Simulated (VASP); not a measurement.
Runs of VASP 6.6.1 on K2S. The structure is that of space group Fm-3m (No. 225), or close to it. The cells are those of the table. 

```tsv
level	cell	k mesh	cutoff (eV)	smearing	grid for exact exchange (PRECFOCK)	share of exact exchange	screening parameter	gap on the mesh (eV)	pressure (GPa)
HSE06	a = 5.236 Å, angles 60.0°, 3 atoms	4 × 4 × 4	400	gaussian 0.01 eV	Normal	0.25	0.2079 1/Å	3.31	0.2
HSE06	a = 5.096 Å, angles 60.0°, 3 atoms	4 × 4 × 4	400	gaussian 0.01 eV	Normal	0.25	0.2079 1/Å	3.54	2.2
PBE	a = 5.236 Å, angles 60.0°, 3 atoms	6 × 6 × 6	500	fermi-dirac 0.02 eV	-	-	-	2.38	0.5
PBE	a = 5.391 Å, angles 60.0°, 3 atoms	6 × 6 × 6	500	fermi-dirac 0.02 eV	-	-	-	(a)	-1.0
r2SCAN	a = 5.236 Å, angles 60.0°, 3 atoms	6 × 6 × 6	550	gaussian 0.01 eV	-	-	-	(b)	0.0
r2SCAN	a = 5.096 Å, angles 60.0°, 3 atoms	6 × 6 × 6	550	gaussian 0.01 eV	-	-	-	2.96	2.0
r2SCAN	a = 5.391 Å, angles 60.0°, 3 atoms	6 × 6 × 6	550	gaussian 0.01 eV	-	-	-	2.54	-1.4
PBE	a = 5.096 Å, angles 60.0°, 3 atoms	6 × 6 × 6	500	fermi-dirac 0.02 eV	-	-	-	2.59	2.5
```

Alike in all rows: task single point; potentials or basis VASP PAW PBE potentials, release 64 (K_sv, S); no spin polarisation.

Fill in the values left out.

(a) 2.16; (b) 2.76.

Caveats: the PAW data sets were made with another functional, which shifts forces and pressure a little (at least some runs).

A k mesh can miss the band edges.
